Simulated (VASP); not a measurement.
Crystal: AlIr.

```
CELL_PARAMETERS angstrom
2.99455 0.00000 0.00000
0.00000 2.99455 0.00000
0.00000 0.00000 2.99455
ATOMIC_POSITIONS crystal
Al 0.00000 0.00000 0.00000
Ir 0.50000 0.50000 0.50000
```

| Item | Value |
| --- | --- |
| Program | VASP 6.6.1 |
| Task | relaxation of cell and atoms |
| Functional | LDA |
| Potentials or basis | VASP PAW LDA potentials, release 64 (Al, Ir) |
| Cutoff | 500 eV |
| k mesh | 9 × 9 × 9 |
| Occupations | gaussian, width 0.1 eV |
| Spin | no spin polarisation |

At the start: pressure -5.3 GPa; volume 13.43 Å³/atom.

Task: Where does the relaxation end?

Result: Over 3 steps the energy falls by 4.8 meV/atom and the volume is 13.15 Å³/atom (-2.1 %); space group Pm-3m (No. 221, to 0.05 Å).

Step by step:
| step | energy change (eV) | largest force (eV/Å) | pressure (GPa) | volume (Å³) |
| --- | --- | --- | --- | --- |
| 1 | 0.0000 | 0.0000 | -5.30 | 26.85 |
| 2 | 0.0322 | 0.0000 | 12.48 | 25.16 |
| 3 | -0.0096 | 0.0000 | -0.08 | 26.29 |

Final structure:
```
Al Ir
1.0
     2.97350    0.00000    0.00000
     0.00000    2.97350    0.00000
     0.00000    0.00000    2.97350
Al Ir
1 1
Cartesian
  0.0000 0.0000 0.0000
  1.4868 1.4868 1.4868
```
